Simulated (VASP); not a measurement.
# ZnS (Wurtzite-2H) (P6_3mc) in VASP: elastic constants with LDA

Aim: the elastic constants of ZnS (Wurtzite-2H) with LDA.

Everything below comes from runs of VASP 6.6.1. Logs are shortened: lines on timing, memory, paths and dates and some standing lists are left out, and cuts for length are marked.

**1. The cell of the first run**

It takes space group P6_3mc (No. 186, hexagonal). Conventional cell: a = 3.738 Å, b = 3.738 Å, c = 6.142 Å, α = 90.00°, β = 90.00°, γ = 120.00°. Zn (site symmetry 3m) has 4 S at 2.29 to 2.30 Å within 3.0 Å. S (site symmetry 3m) has 4 Zn at 2.29 to 2.30 Å within 3.0 Å.

**2. Elastic constants, LDA**

INCAR reads:

```
  ALGO = Normal
  EDIFF = 1E-8
  ENCUT = 600
  IBRION = 6
  ISIF = 3
  ISMEAR = 0
  LASPH = True
  LCHARG = False
  LREAL = False
  LWAVE = False
  NBANDS = 26
  NELM = 100
  NFREE = 2
  NSW = 1
  POTIM = 0.015
  PREC = Accurate
  SIGMA = 0.01
```

KPOINTS reads:

```
k-points
0
Gamma
  7 7 4
```

POSCAR reads:

```
ZnS
1.0
    3.7384812139      0.0000000000      0.0000000000
   -1.8692406069      3.2376197028      0.0000000000
    0.0000000000      0.0000000000      6.1424342240
Zn S
2 2
Direct
    0.3333333333      0.6666666667      0.0055822089
    0.6666666667      0.3333333333      0.5055822089
    0.3333333333      0.6666666667      0.3794177911
    0.6666666667      0.3333333333      0.8794177911
```

Potentials or basis: VASP PAW LDA potentials, release 64 (Zn, S).

Started as:

```sh
$ cat potpaw_LDA.64/Zn/POTCAR potpaw_LDA.64/S/POTCAR > POTCAR
$ mpirun -np 1 vasp_std > vasp.out
```

OUTCAR:

```text
EDIFF = 1E-8
   ENCUT = 600
   IBRION = 6
   ISIF = 3
   ISMEAR = 0
   LASPH = True
   LREAL = False
   NELM = 100
   NFREE = 2
   NSW = 1
   POTIM = 0.015
   PREC = Accurate

 ion  position               nearest neighbor table
   1  0.333  0.667  0.006-   4 2.29   4 2.29   4 2.29   3 2.30
   2  0.667  0.333  0.506-   3 2.29   3 2.29   3 2.29   4 2.30
   3  0.333  0.667  0.379-   2 2.29   2 2.29   2 2.29   1 2.30
   4  0.667  0.333  0.879-   1 2.29   1 2.29   1 2.29   2 2.30

  LATTYP: Found a hexagonal cell.
 ALAT       =     3.7384812139
 C/A-ratio  =     1.6430293139

  Lattice vectors:

 A1 = (   3.7384812139,   0.0000000000,   0.0000000000)
 A2 = (  -1.8692406069,   3.2376197028,   0.0000000000)
 A3 = (   0.0000000000,   0.0000000000,   6.1424342240)

Analysis of symmetry for initial positions (statically):
=====================================================================
 Subroutine PRICEL returns:
 Original cell was already a primitive cell.

 Routine SETGRP: Setting up the symmetry group for a
 hexagonal supercell.

 Subroutine GETGRP returns: Found 12 space group operations
 (whereof  6 operations were pure point group operations)
 out of a pool of 24 trial point group operations.

The static configuration has the point symmetry C_3v.
 The point group associated with its full space group is C_6v.

Analysis of symmetry for dynamics (positions and initial velocities):
=====================================================================
 Subroutine PRICEL returns:
 Original cell was already a primitive cell.

 Routine SETGRP: Setting up the symmetry group for a
 hexagonal supercell.

 Subroutine GETGRP returns: Found 12 space group operations
 (whereof  6 operations were pure point group operations)
 out of a pool of 24 trial point group operations.

The dynamic configuration has the point symmetry C_3v.
 The point group associated with its full space group is C_6v.

 Subroutine INISYM returns: Found 12 space group operations
 (whereof  6 operations are pure point group operations),
 and found     1 'primitive' translations

----------------------------------------------------------------------------------------

                                     Primitive cell

  volume of cell :      74.3467

  direct lattice vectors                    reciprocal lattice vectors
     3.738481214  0.000000000  0.000000000     0.267488304  0.154434444  0.000000000
    -1.869240607  3.237619703  0.000000000     0.000000000  0.308868889  0.000000000
     0.000000000  0.000000000  6.142434224     0.000000000  0.000000000  0.162801906

  length of vectors
     3.738481214  3.738481214  6.142434224     0.308868889  0.308868889  0.162801906

  position of ions in fractional coordinates (direct lattice)
     0.333333333  0.666666667  0.005582209
     0.666666667  0.333333333  0.505582209
     0.333333333  0.666666667  0.379417791
     0.666666667  0.333333333  0.879417791

  ion indices of the primitive-cell ions
   primitive index   ion index
                 1           1
                 2           2
                 3           3
                 4           4

----------------------------------------------------------------------------------------

[... 109 lines left out ...]

 number of electron      35.9999981 magnetization

 Free energy of the ion-electron system (eV)
  ---------------------------------------------------
  ext. energy  EPLUGINS =         0.00000000
  ---------------------------------------------------
  free energy    TOTEN  =       -16.40209102 eV

  energy without entropy =      -16.40209102  energy(sigma->0) =      -16.40209102

------------------------ aborting loop because EDIFF is reached ----------------------------------------

  FORCE on cell =-STRESS in cart. coord.  units (eV):
  Direction    XX          YY          ZZ          XY          YZ          ZX
  --------------------------------------------------------------------------------------
  -------------------------------------------------------------------------------------
  Total        0.1159599      0.1159599      0.1152039      0.0000000      0.0000000      0.0000000
  in kB        2.4989467      2.4989467      2.4826539      0.0000000      0.0000000      0.0000000
  external PRESSURE =       2.4935158 kB  Pullay stress =       0.0000000 kB
[... 95 lines left out ...]
  FREE ENERGIE OF THE ION-ELECTRON SYSTEM (eV)
  ---------------------------------------------------
  free  energy   TOTEN  =       -16.3908238858 eV

  energy  without entropy=      -16.3908238858  energy(sigma->0) =      -16.39082389

[... ionic steps 4 to 18 ...]

--------------------------------------- Ionic step       19  -------------------------------------------

 number of electron      35.9999981 magnetization

------------------------ aborting loop because EDIFF is reached ----------------------------------------
[... 71 lines left out ...]
--------------------------------------- Ionic step       21  -------------------------------------------

 number of electron      35.9999980 magnetization

 Free energy of the ion-electron system (eV)
  ---------------------------------------------------
  ext. energy  EPLUGINS =         0.00000000
  ---------------------------------------------------
  free energy    TOTEN  =       -16.40091025 eV

  energy without entropy =      -16.40091025  energy(sigma->0) =      -16.40091025

 E-fermi :   2.6284     XC(G=0): -10.3084

 val. band max:        2.5347408169   @ k =   0.0000   0.0000   0.0000
 cond. band min:       4.7558874964   @ k =   0.0000   0.0000   0.0000
 fundamental gap:      2.2211466796
 Fermi energy:         2.6284355429

 k-point     1 :       0.0000    0.0000    0.0000
  band No.  band energies     occupation
      1     -11.0431      2.00000
      2      -9.9719      2.00000
      3      -4.2456      2.00000
      4      -4.2151      2.00000
      5      -4.2151      2.00000
      6      -4.1209      2.00000
[... 685 lines left out ...]
     25      11.4750      0.00000
     26      11.5103      0.00000

 [... further k-points ...]
[... 5 lines left out ...]
  --------------------------------------------------------------------------------------
  -------------------------------------------------------------------------------------
  Total        0.0526488      0.0526488      0.2332529      0.0000000      0.0000000      0.0000000
  in kB        1.1345855      1.1345855      5.0266199      0.0000000      0.0000000      0.0000000
  external PRESSURE =       2.4319303 kB  Pullay stress =       0.0000000 kB
[... 19 lines left out ...]
  FREE ENERGIE OF THE ION-ELECTRON SYSTEM (eV)
  ---------------------------------------------------
  free  energy   TOTEN  =       -16.4009102502 eV

  energy  without entropy=      -16.4009102502  energy(sigma->0) =      -16.40091025

 INTERNAL STRAIN TENSORS FROM STRAINED CELLS
 ============================================

 INTERNAL STRAIN TENSOR FOR ION    1 for displacements in x,y,z  (eV/Angst):
          X           Y           Z          XY          YZ          ZX
  --------------------------------------------------------------------------------
  x    -0.00000     0.00000    -0.00000    -5.60791    -0.00000    -4.26059
  y    -5.62706     5.63850     0.00000     0.00011    -4.25675    -0.00003
  z    -4.19992    -4.20309     7.66525     0.00024    -0.00267    -0.00008

 INTERNAL STRAIN TENSORS FROM DISPLACED ATOMS
 ============================================

 INTERNAL STRAIN TENSOR FOR ION    1 for displacements in x,y,z  (eV/Angst):
          X           Y           Z          XY          YZ          ZX
  --------------------------------------------------------------------------------
  x    -0.00000     0.00000    -0.00000    -5.60837    -0.00000    -4.25959
  y    -5.60837     5.60837     0.00000     0.00000    -4.25959    -0.00000
  z    -4.16759    -4.16759     7.64798    -0.00000     0.00000     0.00000

 INTERNAL STRAIN TENSOR FOR ION    4 for displacements in x,y,z  (eV/Angst):
          X           Y           Z          XY          YZ          ZX
  --------------------------------------------------------------------------------
  x     0.00000    -0.00000     0.00000     7.14513     0.00000     4.26482
  y     7.14513    -7.14513    -0.00000    -0.00000     4.26482     0.00000
  z     4.19432     4.19432    -7.56602     0.00000     0.00000    -0.00000

 Eigenvectors and eigenvalues of the dynamical matrix
 ----------------------------------------------------

   1 f  =   10.502136 THz    65.986866 2PiTHz  350.313545 cm-1    43.433324 meV
             X         Y         Z           dx          dy          dz
     -0.000000  2.158413  0.034288     0.000000   -0.000000    0.137418
      1.869241  1.079207  3.105505    -0.000000    0.000000   -0.137418
     -0.000000  2.158413  2.330549     0.000000   -0.000000   -0.693626
      1.869241  1.079207  5.401766    -0.000000    0.000000    0.693626
[... 71 lines left out ...]
  12 f/i=    0.009775 THz     0.061417 2PiTHz    0.326055 cm-1     0.040426 meV
             X         Y         Z           dx          dy          dz
     -0.000000  2.158413  0.034288    -0.455581    0.358400   -0.000000
      1.869241  1.079207  3.105505    -0.455581    0.358400   -0.000000
     -0.000000  2.158413  2.330549    -0.318280    0.250387   -0.000000
      1.869241  1.079207  5.401766    -0.318280    0.250387   -0.000000

--------------------------------------------------------------------------------------------------------

 ELASTIC MODULI CONTR FROM IONIC RELAXATION (kBar)
 Direction    XX          YY          ZZ          XY          YZ          ZX
 --------------------------------------------------------------------------------
 XX        -386.0905    161.1807    204.6038     -0.0000      0.0000     -0.0000
 YY         161.1807   -386.0905    204.6038     -0.0000     -0.0000      0.0000
 ZZ         204.6038    204.6038   -372.2624      0.0000      0.0000      0.0000
 XY          -0.0000     -0.0000      0.0000   -273.6356      0.0000      0.0000
 YZ           0.0000     -0.0000      0.0000     -0.0000   -113.9066     -0.0000
 ZX          -0.0000      0.0000      0.0000      0.0000     -0.0000   -113.9067
 --------------------------------------------------------------------------------

 TOTAL ELASTIC MODULI (kBar)
 Direction    XX          YY          ZZ          XY          YZ          ZX
 --------------------------------------------------------------------------------
 XX        1381.2518    665.6540    519.0862      0.0000      0.0000     -0.0000
 YY         665.6540   1381.2518    519.0862      0.0000     -0.0000      0.0000
 ZZ         519.0862    519.0862   1653.4170      0.0000      0.0000      0.0000
 XY           0.0000      0.0000      0.0000    357.7989      0.0000      0.0000
 YZ           0.0000     -0.0000      0.0000     -0.0000    303.3095      0.0000
 ZX          -0.0000      0.0000      0.0000      0.0000      0.0000    303.3095
 --------------------------------------------------------------------------------
```

Run time: 17 min. Hardware: 1 thread of Intel Xeon 6975P-C (Granite Rapids), shared host; peak memory 0.41 GiB.

What came out:

- Voigt bulk modulus: 87 GPa
- Highest phonon frequency at Γ, LO-TO splitting left out: 350 cm⁻¹

Phonon frequencies in cm⁻¹ (negative: imaginary):
```
              q point                              frequencies
(0.000, 0.000, 0.000)  0 0 0 69 69 201 291 295 295 301 301 350
```

Elastic tensor in Voigt notation (GPa, in the Cartesian axes of the cell as first typed):
```
138  67  52   0   0   0
 67 138  52   0   0   0
 52  52 165   0   0   0
  0   0   0  30   0   0
  0   0   0   0  30   0
  0   0   0   0   0  36
```

Clamped-ion elastic tensor (GPa):
```
177  50  31   0   0   0
 50 177  31   0   0   0
 31  31 203   0   0   0
  0   0   0  42   0   0
  0   0   0   0  42   0
  0   0   0   0   0  63
```
